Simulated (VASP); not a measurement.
InSe, 4 atoms in the cell. It takes space group R3m (No. 160, trigonal). The conventional cell has a = 3.975 Å, b = 3.975 Å, c = 24.383 Å, α = 90.00°, β = 90.00°, γ = 120.00°. In (site symmetry 3m) has 3 Se at 2.62 Å and 1 In at 2.74 Å within 3.5 Å. In (site symmetry 3m) has 3 Se at 2.62 Å and 1 In at 2.74 Å within 3.5 Å. Se (site symmetry 3m) has 3 In at 2.62 Å within 3.5 Å. Se (site symmetry 3m) has 3 In at 2.62 Å within 3.5 Å. 

```yaml
Program: VASP 6.6.1
Task: single point
Functional: LDA
Potentials_or_basis: VASP PAW LDA potentials, release 64 (In_d, Se)
Cutoff: 520 eV
k_mesh: 7 × 7 × 7
Occupations: fermi-dirac, width 0.02 eV
Spin: no spin polarisation
Dipole_correction: no
Further_INCAR_settings: ALGO = Normal; EDIFF = 1e-06; NBANDS = 27
```

Potentials or basis: VASP PAW LDA potentials, release 64 (In_d, Se).

The run is started by

```bash
$ cat potpaw_LDA.64/In_d/POTCAR potpaw_LDA.64/Se/POTCAR > POTCAR
$ mpirun -np 1 vasp_std > vasp.out
```

Hardware: 1 thread of Intel(R) Xeon(R) Platinum 8259CL CPU @ 2.50GHz (Skylake/Cascade Lake), with other jobs on the host.

Problem. Estimate the wall time of this run.

Solution. It took 11 min on 1 thread of Intel(R) Xeon(R) Platinum 8259CL CPU @ 2.50GHz (Skylake/Cascade Lake), with other jobs on the host, peak memory 0.46 GiB. Counts: scf iterations 13, k points 44.
